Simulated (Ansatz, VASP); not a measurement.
# SnS2: VASP beside Ansatz

INCAR

```
PREC     = Accurate       # precision mode
ENCUT    = 450            # plane-wave cutoff, eV
EDIFF    = 1E-7           # SCF threshold, eV
ISMEAR   = 0              # smearing method
SIGMA    = 0.05           # smearing width, eV
LREAL    = False          # projectors in reciprocal space
LASPH    = True           # aspherical terms in the spheres
NELM     = 120            # most SCF steps
ALGO     = Normal         # electronic algorithm
ISIF     = 2              # what is computed and relaxed
LWAVE    = False          # write WAVECAR
LCHARG   = False          # write CHGCAR
LDIPOL   = True         
IDIPOL   = 3            
DIPOL    = 0.5 0.5 0.500
GGA      = PE             # functional
IVDW     = 12             # dispersion correction
IBRION   = 2              # ionic algorithm
NSW      = 60             # ionic steps
EDIFFG   = -0.04          # ionic threshold
GGA_COMPAT= False        
NELMIN   = 4            
NELMDL   = -8
```

The input KPOINTS:

```
regular mesh
0
Gamma
  9 9 1
```

File POSCAR:

```
SnS2
1.0
    3.6652639498      0.0000000000      0.0000000000
   -1.8326319749      3.1742116921      0.0000000000
    0.0000000000      0.0000000000     22.9680696474
S Sn
2 1
Direct
    0.3333333333      0.6666666667      0.4353870462
    0.6666666667      0.3333333333      0.5646129538
    0.0000000000      0.0000000000      0.4999998997
```

Input for Ansatz:

```yaml
crystal:
  lattice:
    - [3.6652639498, 0.0, 0.0]
    - [-1.8326319749, 3.1742116921, 0.0]
    - [0.0, 0.0, 22.9680696474]
  atoms:
    - { symbol: S, position: [0.3333333333, 0.6666666667, 0.4353870462] }
    - { symbol: Sn, position: [0.0, 0.0, 0.4999998997] }
    - { symbol: S, position: [0.6666666667, 0.3333333333, 0.5646129538] }
basis:
  ecutwfc: 420.0
  fft_grid_basis: typed
kpoints:
  mp_grid: { grid: [9, 9, 1] }
hamiltonian:
  xc: pbe
  dispersion: d3bj
scf:
  occupations: { method: gaussian, width: 0.05 }
output:
  forces: true
  eigenvalues: true
efield:
  axis: 3
  dipole_correction: true
  ramp_width: 0.04
relax:
  adjacent_minimum: "off"
  f_tol: 0.04
  max_steps: 40
```

Alike in both runs: task relaxation of the atoms; functional PBE; dispersion D3(BJ); k mesh 9 × 9 × 1; occupations gaussian, width 0.05 eV; no spin polarisation.

```csv
,VASP,Ansatz
version,VASP 6.6.1,Ansatz 0.2.0
potentials or method,"VASP PAW PBE potentials, release 64 (S, Sn_d), cutoff 450 eV","scalar-relativistic, plane waves, PAW"
valence electrons in the cell,26,26
```

|  | VASP | Ansatz | Ansatz less VASP |
| --- | --- | --- | --- |
| gap on the k mesh at the Fermi level, each at its own relaxed structure (eV) | 1.63 | 1.64 | +0.001 |

Noted on VASP's run: the relaxation stopped at its first step, so nothing moved.
